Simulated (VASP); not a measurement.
**Ge: single point with PBEsol**

The system is Ge.

```xyz
4
Lattice="4.1854 0.0000 0.0000 -2.0927 3.6247 0.0000 0.0000 0.0000 10.2955" Properties=species:S:1:pos:R:3 pbc="T T T"
Ge    0.0000    0.0000   10.0634
Ge    0.0000    0.0000    4.9156
Ge    0.0000    2.4165    9.4189
Ge    2.0927    1.2082    4.2711
```

| Quantity | Value |
| --- | --- |
| Program | VASP 6.6.1 |
| Task | single point |
| Functional | PBEsol |
| Potentials or basis | VASP PAW PBE potentials, release 64 (Ge_d) |
| Cutoff | 520 eV |
| k mesh | 10 × 10 × 4 |
| Occupations | fermi-dirac, width 0.1 eV |
| Spin | no spin polarisation |

```json
{
 "Pressure": "-3.6 GPa",
 "Largest force": "0.135 eV/Å",
 "Band gap on the k mesh": "zero (bands 28 and 29 overlap by 0.28 eV)"
}
```

Forces on the atoms (eV/Å):
```
Ge   0.000  0.000 -0.135
Ge   0.000  0.000 -0.135
Ge   0.000  0.000  0.135
Ge   0.000  0.000  0.135
```

Stress tensor (GPa, compression positive):
```
-5.04  0.00  0.00
 0.00 -5.04  0.00
 0.00  0.00 -0.85
```

Levels at points of the mesh, in eV from the Fermi level:
| k point | band 25 | band 26 | band 27 | band 28 | band 29 | band 30 | band 31 | band 32 |
| --- | --- | --- | --- | --- | --- | --- | --- | --- |
| (0.00, 0.00, 0.00) | -0.61 | -0.61 | -0.59 | -0.59 | -0.32 | 0.04 | 1.83 | 3.59 |
| (0.50, 0.00, 0.00) | -1.98 | -1.93 | -1.18 | -0.92 | 0.68 | 0.96 | 1.33 | 1.45 |
| (0.00, 0.00, 0.50) | -0.60 | -0.60 | -0.60 | -0.60 | -0.21 | -0.21 | 2.98 | 2.98 |
| (0.50, 0.00, 0.50) | -1.96 | -1.96 | -1.02 | -1.02 | 0.73 | 0.73 | 1.40 | 1.40 |

Run time: 4.4 min on 1 thread of Intel Xeon 8259CL, with other jobs on the host, peak memory 0.36 GiB.

Caveat: the cell stands under tension; semilocal functionals underestimate gaps, so a narrow gap can read as zero; the PAW data sets were made with another functional, which shifts forces and pressure a little.
